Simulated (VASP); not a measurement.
# ZnGa7N7O (P1) in VASP: single point with r2SCAN

Aim: the single point of ZnGa7N7O with r2SCAN.

Program: VASP 6.6.1. These are calculated values, not measurements. Logs are shortened: lines on timing, memory, paths and dates and some standing lists are left out, and cuts for length are marked.

**1. The cell of the first run**

The typed cell holds 96 atoms: a = 9.573 Å, b = 11.074 Å, c = 10.398 Å, α = 90.00°, β = 90.00°, γ = 90.00°.

**2. Single point, r2SCAN**

The input, POSCAR:

```
ZnGa7N7O
1.0
    9.5731950000      0.0000000000      0.0000000000
    0.0000000000     11.0738910000      0.0000000000
    0.0000000000      0.0000000000     10.3978240000
Ga Zn N O
42 6 42 6
Direct
    0.1670500000      0.0803750000      0.2479010000
    0.1687470000      0.0824440000      0.7512480000
    0.9997140000      0.3342340000      0.2482000000
    0.0076580000      0.3289390000      0.7535380000
    0.4987450000      0.0810970000      0.2475610000
    0.4979700000      0.0825820000      0.7496040000
    0.3345420000      0.3321340000      0.2490650000
    0.3366670000      0.3328360000      0.7513210000
    0.1688650000      0.5836330000      0.2380950000
    0.1742400000      0.5797190000      0.7547570000
    0.0037600000      0.8348330000      0.2487650000
    0.8329780000      0.0832970000      0.2405720000
    0.8319680000      0.0833320000      0.7517110000
    0.6660000000      0.3338080000      0.2495530000
    0.6563220000      0.3300390000      0.7539410000
    0.5001730000      0.5841650000      0.2496780000
    0.4983520000      0.5825310000      0.7526200000
    0.3312240000      0.8343830000      0.7513990000
    0.8326920000      0.5852820000      0.2497550000
    0.8300070000      0.5867500000      0.7490460000
    0.6643920000      0.8334890000      0.2492100000
    0.6666640000      0.8371880000      0.7460820000
    0.0063760000      0.1690850000      0.5007770000
    0.0020500000      0.1647970000      0.9996800000
    0.3326210000      0.1675100000      0.4982800000
    0.3307090000      0.1657480000      0.9995770000
    0.1701800000      0.4098230000      0.5006650000
    0.1686650000      0.4169070000      0.9997010000
    0.9963480000      0.6683410000      0.4935350000
    0.6588220000      0.1700920000      0.5010860000
    0.6646780000      0.1654850000      0.0009550000
    0.4987550000      0.4186520000      0.0003810000
    0.3430070000      0.6725700000      0.5009770000
    0.3349410000      0.6666290000      0.9999070000
    0.1696310000      0.9172670000      0.5009770000
    0.8314660000      0.4150830000      0.4925460000
    0.8331340000      0.4118750000      0.0015030000
    0.6632680000      0.6676870000      0.4980560000
    0.4975680000      0.9162540000      0.4998530000
    0.4909990000      0.9188010000      0.0018670000
    0.8326370000      0.9107660000      0.5029560000
    0.8400230000      0.9177710000      0.0030170000
    0.0020480000      0.8491370000      0.7577460000
    0.3317890000      0.8337810000      0.2477450000
    0.0099110000      0.6717600000      0.0068350000
    0.4995120000      0.4171450000      0.4997290000
    0.1632140000      0.9139220000      0.0013520000
    0.6606500000      0.6650100000      0.0057210000
    0.9987210000      0.1687600000      0.1896180000
    0.9969470000      0.1678290000      0.6862570000
    0.3333730000      0.1663090000      0.1876000000
    0.3341590000      0.1683970000      0.6863150000
    0.1660640000      0.4153170000      0.1888790000
    0.1659900000      0.4162260000      0.6866260000
    0.0002530000      0.6656020000      0.2012170000
    0.6667080000      0.1676390000      0.1894580000
    0.6672800000      0.1681730000      0.6872220000
    0.5012340000      0.4159270000      0.1883260000
    0.5012040000      0.4179640000      0.6926890000
    0.3345290000      0.6607140000      0.1866580000
    0.3315530000      0.6661490000      0.6864630000
    0.1617370000      0.9195720000      0.1925680000
    0.1718000000      0.9202620000      0.6857170000
    0.8332960000      0.4186870000      0.1875220000
    0.6687590000      0.6674410000      0.1936560000
    0.6681830000      0.6682350000      0.6897030000
    0.5063790000      0.9190650000      0.1844940000
    0.5001690000      0.9170500000      0.6888600000
    0.8323390000      0.9169140000      0.1916410000
    0.8274630000      0.9217330000      0.6851490000
    0.1645050000      0.0836390000      0.4377860000
    0.1657840000      0.0890310000      0.9352110000
    0.9992750000      0.3347220000      0.4390670000
    0.9989980000      0.3341080000      0.9377210000
    0.5002940000      0.0827470000      0.4371410000
    0.4995300000      0.0838710000      0.9367940000
    0.3289580000      0.3311350000      0.4346780000
    0.3339800000      0.3322330000      0.9390020000
    0.1699120000      0.5794110000      0.9365460000
    0.0001990000      0.8330670000      0.4421390000
    0.9888330000      0.8305740000      0.9391210000
    0.8315220000      0.0844000000      0.9394370000
    0.6733750000      0.3291240000      0.4363660000
    0.6672190000      0.3325990000      0.9390160000
    0.4998040000      0.5872710000      0.4366030000
    0.4983520000      0.5811570000      0.9363090000
    0.3326090000      0.8338560000      0.4428200000
    0.3387740000      0.8292940000      0.9352560000
    0.8327560000      0.5815950000      0.4435520000
    0.6666690000      0.8353300000      0.4386600000
    0.0003030000      0.6498900000      0.6812330000
    0.8336110000      0.4169600000      0.6893570000
    0.1664130000      0.5821220000      0.4417410000
    0.8347250000      0.0831290000      0.4373820000
    0.8327700000      0.5722750000      0.9282160000
    0.6663690000      0.8414360000      0.9342720000
```

The input, INCAR.step1:

```
PREC = Accurate
ENCUT = 770
ISMEAR = -1
SIGMA = 0.05
LREAL = Auto
LASPH = T
NELM = 120
ISYM = -1
NBANDS = 486
GGA = PE
ALGO = Normal
EDIFF = 1E-5
LWAVE = T
LCHARG = F
GGA_COMPAT = F
KPAR = 1
```

The input, INCAR.step2:

```
PREC = Accurate
ENCUT = 770
EDIFF = 1E-6
ISMEAR = -1
SIGMA = 0.05
LREAL = Auto
LASPH = T
NELM = 120
ALGO = Normal
ISIF = 2
LWAVE = F
LCHARG = F
METAGGA = R2SCAN
LMIXTAU = T
ISYM = -1
NBANDS = 486
ISTART = 1
GGA_COMPAT = F
KPAR = 1
```

The input, KPOINTS:

```
explicit points
1
Reciprocal
  0.25000000   0.25000000   0.25000000 1
```

Potentials or basis: VASP PAW PBE potentials, release 64 (Ga_d, Zn, N, O).

Run with:

```console
> cat potpaw_PBE.64/Ga_d/POTCAR potpaw_PBE.64/Zn/POTCAR potpaw_PBE.64/N/POTCAR potpaw_PBE.64/O/POTCAR > POTCAR
> cp INCAR.step1 INCAR
> mpirun -np 8 vasp_std > vasp.out
> cp INCAR.step2 INCAR
> mpirun -np 8 vasp_std > vasp.out
```

OUTCAR:

```text
PREC = Accurate
   ENCUT = 770
   EDIFF = 1E-6
   ISMEAR = -1
   LREAL = Auto
   LASPH = T
   NELM = 120
   ISIF = 2
   METAGGA = R2SCAN
   ISYM = -1
   ISTART = 1

 ion  position               nearest neighbor table
   1  0.167  0.080  0.248-  62 1.87  51 1.96  71 1.97  49 1.98
   2  0.169  0.082  0.751-  72 1.91  63 1.92  52 1.97  50 2.01
   3  1.000  0.334  0.248-  53 1.93  49 1.93  64 1.95  73 1.98
   4  0.008  0.329  0.754-  74 1.92  50 1.92  54 1.93  92 2.04
   5  0.499  0.081  0.248-  67 1.91  51 1.95  56 1.97  75 1.97
   6  0.498  0.083  0.750-  68 1.94  76 1.95  52 1.95  57 1.99
[... 88 lines left out ...]
  95  0.833  0.572  0.928-  20 1.87  37 1.93  48 2.10  45 2.18
  96  0.666  0.841  0.934-  22 1.96  42 2.00  40 2.01  48 2.09

IMPORTANT INFORMATION: All symmetrisations will be switched off!
NOSYMM: (Re-)initialisation of all symmetry stuff for point group C_1.

----------------------------------------------------------------------------------------

                                     Primitive cell

  volume of cell :    1102.2995

  direct lattice vectors                    reciprocal lattice vectors
     9.573195000  0.000000000  0.000000000     0.104458334  0.000000000  0.000000000
     0.000000000 11.073891000  0.000000000     0.000000000  0.090302496  0.000000000
     0.000000000  0.000000000 10.397824000     0.000000000  0.000000000  0.096173969

  length of vectors
     9.573195000 11.073891000 10.397824000     0.104458334  0.090302496  0.096173969

  position of ions in fractional coordinates (direct lattice)
     0.167050000  0.080375000  0.247901000
     0.168747000  0.082444000  0.751248000
     0.999714000  0.334234000  0.248200000
     0.007658000  0.328939000  0.753538000
     0.498745000  0.081097000  0.247561000
     0.497970000  0.082582000  0.749604000
[... 88 lines left out ...]
     0.832770000  0.572275000  0.928216000
     0.666369000  0.841436000  0.934272000

  ion indices of the primitive-cell ions
   primitive index   ion index
                 1           1
                 2           2
                 3           3
                 4           4
                 5           5
                 6           6
[... 88 lines left out ...]
                95          95
                96          96

----------------------------------------------------------------------------------------

 KPOINTS: explicit points

Read explicit list of k-points.

 Found      1 k-points:

 Following reciprocal coordinates:
            Coordinates               Weight
  0.250000  0.250000  0.250000      1.000000
   k-points           NKPTS =      1   k-points in BZ     NKDIM =      1   number of bands    NBANDS=    488
   number of dos      NEDOS =    301   number of ions     NIONS =     96
   total plane-waves  NPLWV = 864000
   dimension x,y,z NGX =    90 NGY =  100 NGZ =   96
   dimension x,y,z NGXF=   180 NGYF=  200 NGZF=  192
   ions per type =              42   6  42   6
   NGX,Y,Z   is equivalent  to a cutoff of  15.63, 15.01, 15.35 a.u.
   NGXF,Y,Z  is equivalent  to a cutoff of  31.26, 30.02, 30.70 a.u.
 SYSTEM =  unknown system
   PREC   = accura    normal or accurate (medium, high low for compatibility)
   ISTART =      1    job   : 0-new  1-cont  2-samecut
   ICHARG =      0    charge: 1-file 2-atom 10-const
   ISPIN  =      1    spin polarized calculation?
   LNONCOLLINEAR =      F non collinear calculations
   LSORBIT =      F    spin-orbit coupling
   LASPH  =      T    aspherical Exc in radial PAW
   ENCUT  =  770.0 eV  56.59 Ry    7.52 a.u.  21.66 25.06 23.53*2*pi/ulx,y,z
   NELM   =    120;   NELMIN=  2; NELMDL=  0     # of ELM steps
   EDIFF  = 0.1E-05   stopping-criterion for ELM
   LREAL  =      T    real-space projection
   EDIFFG = 0.1E-04   stopping-criterion for IOM
   NSW    =      0    number of steps for IOM
   IBRION =     -1    ionic relax: 0-MD 1-quasi-New 2-CG
   NFREE  =      0    steps in history (QN), initial steepest desc. (CG)
   ISIF   =      2    stress and relaxation
   ISYM   =     -1    0-nonsym 1-usesym 2-fastsym
   POTIM  = 0.5000    time-step for ionic-motion
   TEBEG  =    0.0;   TEEND  =   0.0 temperature during run
   PSTRESS=    0.0 pullay stress
   NELECT =     864.0000    total number of electrons
   NUPDOWN=      -1.0000    fix difference up-down
   EMIN   =  10.00;   EMAX   =-10.00  energy-range for DOS
   EFERMI =   0.00;   METHOD = LEGACY
   ISMEAR =    -1;   SIGMA  =   0.05  broadening in eV -4-tet -1-fermi 0-gaus
   EFERMI_NEDOS =   21; number of points for ismear=-14 and -15
   IALGO  =     38    algorithm
   IMIX   =      4    mixing-type and parameters
     AMIX     =   0.40;   BMIX     =  1.00
     AMIX_MAG =   1.60;   BMIX_MAG =  1.00
  volume/ion in A,a.u.               =      11.48        77.49
  Fermi-wavevector in a.u.,A,eV,Ry     =   1.509430  2.852408 30.999213  2.278378
  Thomas-Fermi vector in A             =   2.619753
   LORBIT       =      0    0 simple, 1 ext, 2 COOP (PROOUT), +10 PAW based schemes
   METAGGA = R2SCAN    functional components
   LHFCALC =     F    Hartree Fock is set to
   AEXX    =    0.0000 exact exchange contribution
   IVDW    =     0    specifies the selected vdW correction
   LEPSILON=     F    determine dielectric tensor
   LRPA    =     F    only Hartree local field effects (RPA)
 non-spin polarized calculation
  energy-cutoff  :      770.00
  volume of cell :     1102.30
 maximum number of plane-waves:     53477
 NGX is ok and might be reduce to    90
   NGX = 43   NGY = 51   NGZ = 47

 number of electron     864.0000027 magnetization

 Free energy of the ion-electron system (eV)
  ---------------------------------------------------
  ext. energy  EPLUGINS =         0.00000000
  ---------------------------------------------------
  free energy    TOTEN  =     -1024.77141555 eV

  energy without entropy =    -1024.77141555  energy(sigma->0) =    -1024.77141555

 E-fermi :   6.2642     XC(G=0): -12.5158

 val. band max:        5.1046141959   @ k =   0.2500   0.2500   0.2500
 cond. band min:       7.4069545850   @ k =   0.2500   0.2500   0.2500
 fundamental gap:      2.3023403891
 Fermi energy:         6.2642307947

 k-point     1 :       0.2500    0.2500    0.2500
  band No.  band energies     occupation
      1     -16.0508      2.00000
      2     -15.8040      2.00000
      3     -15.7459      2.00000
      4     -15.6242      2.00000
      5     -15.2554      2.00000
      6     -15.1432      2.00000
[... 436 lines left out ...]
    443       9.6720      0.00000
    444       9.7449      0.00000
 [bands above 444 left out]

------------------------ aborting loop because EDIFF is reached ----------------------------------------

  FORCE on cell =-STRESS in cart. coord.  units (eV):
  Direction    XX          YY          ZZ          XY          YZ          ZX
  --------------------------------------------------------------------------------------
  -------------------------------------------------------------------------------------
  Total        8.4458987      8.4572365      7.8707994     -1.1075810      0.3872959     -0.5234139
  in kB       12.2759988     12.2924781     11.4400999     -1.6098540      0.5629293     -0.7607750
  external PRESSURE =      12.0028589 kB  Pullay stress =       0.0000000 kB

 VOLUME and BASIS-vectors are now :
 -----------------------------------------------------------------------------
  energy-cutoff  :      770.00
  volume of cell :     1102.30
      direct lattice vectors                 reciprocal lattice vectors
     9.573195000  0.000000000  0.000000000     0.104458334  0.000000000  0.000000000
     0.000000000 11.073891000  0.000000000     0.000000000  0.090302496  0.000000000
     0.000000000  0.000000000 10.397824000     0.000000000  0.000000000  0.096173969

 POSITION                                       TOTAL-FORCE (eV/Angst)
 -----------------------------------------------------------------------------------
      1.59920      0.89006      2.57763         0.003095     -0.035321     -0.024650
      1.61545      0.91298      7.81134        -0.003717     -0.033661      0.003878
      9.57046      3.70127      2.58074         0.010749     -0.008615     -0.006713
      0.07331      3.64263      7.83516        -0.007581      0.001975     -0.010743
      4.77458      0.89806      2.57410         0.001915     -0.013478     -0.007243
      4.76716      0.91450      7.79425         0.001117     -0.007497     -0.014294
[... 88 lines left out ...]
      7.97227      6.33731      9.65143         0.001627     -0.066598     -0.024983
      6.37928      9.31797      9.71440        -0.006899      0.057179      0.001712
 -----------------------------------------------------------------------------------
    total drift:                                0.039536     -0.000186      0.031688

  FREE ENERGIE OF THE ION-ELECTRON SYSTEM (eV)
  ---------------------------------------------------
  free  energy   TOTEN  =     -1024.7714155521 eV

  energy  without entropy=    -1024.7714155516  energy(sigma->0) =    -1024.77141555
```

Wall time 28 min (8 MPI ranks of Intel Xeon Platinum 8259CL at 2.50GHz (Skylake/Cascade Lake), shared host); peak memory 0.56 GiB.

Results:

| Quantity | Value |
| --- | --- |
| Free energy | -1024.7714 eV |
| Pressure | 1.2 GPa |
| Largest force | 0.153 eV/Å |
| Band gap on the k mesh | 2.30 eV |

Forces on the atoms (eV/Å):
```
Ga   0.003 -0.035 -0.025
Ga  -0.004 -0.034  0.004
Ga   0.011 -0.009 -0.007
Ga  -0.008  0.002 -0.011
Ga   0.002 -0.013 -0.007
Ga   0.001 -0.007 -0.014
Ga   0.004 -0.012  0.009
Ga   0.016  0.003 -0.007
Ga   0.017  0.009  0.010
Ga  -0.007  0.033  0.011
Ga   0.035  0.009 -0.024
Ga   0.000 -0.015  0.000
Ga   0.010 -0.019 -0.001
Ga  -0.012 -0.001  0.020
Ga  -0.001  0.012 -0.022
Ga  -0.013  0.012  0.010
Ga   0.003 -0.015  0.009
Ga  -0.018  0.017  0.001
Ga   0.000  0.011  0.023
Ga  -0.025  0.010 -0.001
Ga  -0.008 -0.013 -0.005
Ga   0.008  0.013 -0.002
Ga  -0.003 -0.014 -0.002
Ga   0.012 -0.008  0.001
Ga  -0.002  0.008 -0.025
Ga  -0.021 -0.016 -0.010
Ga   0.021  0.002 -0.012
Ga   0.001  0.001 -0.009
Ga   0.012  0.023  0.001
Ga   0.006 -0.002 -0.010
Ga  -0.003 -0.007 -0.002
Ga   0.002  0.026  0.002
Ga  -0.009  0.003 -0.017
Ga  -0.013  0.008 -0.010
Ga   0.009 -0.006  0.001
Ga  -0.029 -0.021  0.006
Ga  -0.002  0.006  0.006
Ga  -0.042 -0.001 -0.037
Ga  -0.018 -0.009 -0.005
Ga  -0.006 -0.008 -0.004
Ga  -0.005 -0.004  0.000
Ga   0.029 -0.045 -0.053
Zn   0.006 -0.029 -0.034
Zn  -0.010 -0.007 -0.008
Zn  -0.043 -0.025  0.002
Zn  -0.002 -0.008 -0.014
Zn  -0.010 -0.015 -0.020
Zn   0.060  0.044 -0.038
N   -0.021  0.009  0.011
N   -0.011  0.013 -0.008
N    0.005  0.012  0.004
N   -0.003  0.006  0.002
N   -0.013  0.013  0.002
N   -0.022  0.010 -0.003
N   -0.001 -0.031  0.079
N    0.012 -0.004  0.005
N    0.004  0.006  0.001
N    0.004 -0.005  0.000
N    0.017 -0.007  0.101
N   -0.017 -0.095 -0.023
N   -0.019 -0.019 -0.012
N   -0.094  0.062  0.077
N    0.080  0.041 -0.040
N    0.004 -0.002 -0.005
N    0.019  0.008  0.088
N    0.037 -0.012  0.022
N    0.082  0.043 -0.027
N    0.015 -0.005  0.009
N   -0.018  0.023  0.005
N   -0.069  0.025 -0.038
N   -0.013  0.023  0.014
N    0.006  0.087 -0.024
N    0.000  0.014  0.011
N   -0.017  0.009 -0.008
N    0.022  0.003  0.012
N    0.019  0.002  0.000
N   -0.078 -0.028 -0.019
N   -0.002  0.009  0.002
N    0.050 -0.056 -0.046
N   -0.017 -0.017  0.021
N   -0.123  0.059  0.070
N   -0.013  0.002  0.015
N    0.084 -0.037 -0.007
N    0.023  0.012 -0.012
N    0.006  0.097 -0.014
N   -0.068 -0.044 -0.033
N    0.010 -0.016  0.093
N    0.093 -0.033 -0.015
N    0.037 -0.002  0.028
N    0.025  0.004  0.011
O    0.013 -0.059 -0.038
O    0.017  0.011  0.032
O   -0.012  0.016  0.015
O   -0.001  0.011 -0.008
O    0.002 -0.067 -0.025
O   -0.007  0.057  0.002
```

Stress tensor (GPa, compression positive):
```
 1.23 -0.16 -0.08
-0.16  1.23  0.06
-0.08  0.06  1.14
```

Caveat: the PAW data sets were made with another functional, which shifts forces and pressure a little; a shifted mesh leaves out Γ, where band edges can lie.
